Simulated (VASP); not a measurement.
# C: single point with PBEsol

C:

```
C
1.0
    -1.15621    1.15621    1.15621
     1.15621   -1.15621    1.15621
     1.15621    1.15621   -1.15621
C
1
Direct
  0.00000 0.00000 0.00000
```

This cell differs from its parent crystal: volume scaled by 0.96.

```yaml
Program: VASP 6.6.1
Task: single point
Functional: PBEsol
Potentials_or_basis: VASP PAW PBE potentials, release 64 (C)
Cutoff: 520 eV
k_mesh: 21 × 21 × 21
Occupations: fermi-dirac, width 0.1 eV
Spin: no spin polarisation
Dipole_correction: no
Further_INCAR_settings: ALGO = Normal; EDIFF = 1e-07; NBANDS = 8
```

```json
{
 "Pressure": "9.3 GPa",
 "Band gap on the k mesh": "zero (band 2 reaches 19.47 eV, above the bottom of band 3 at 4.02 eV)"
}
```

Levels at points of the mesh, in eV from the Fermi level:
```
           k point  band 1  band 2  band 3  band 4  band 5  band 6
(0.00, 0.00, 0.00)  -20.70    9.88    9.88    9.88   34.48   34.48
```

It took 4.5 s on 1 thread of Intel Xeon 6975P-C, with other jobs on the host, peak memory 0.11 GiB.

Caveat: the PAW data sets were made with another functional, which shifts forces and pressure a little.
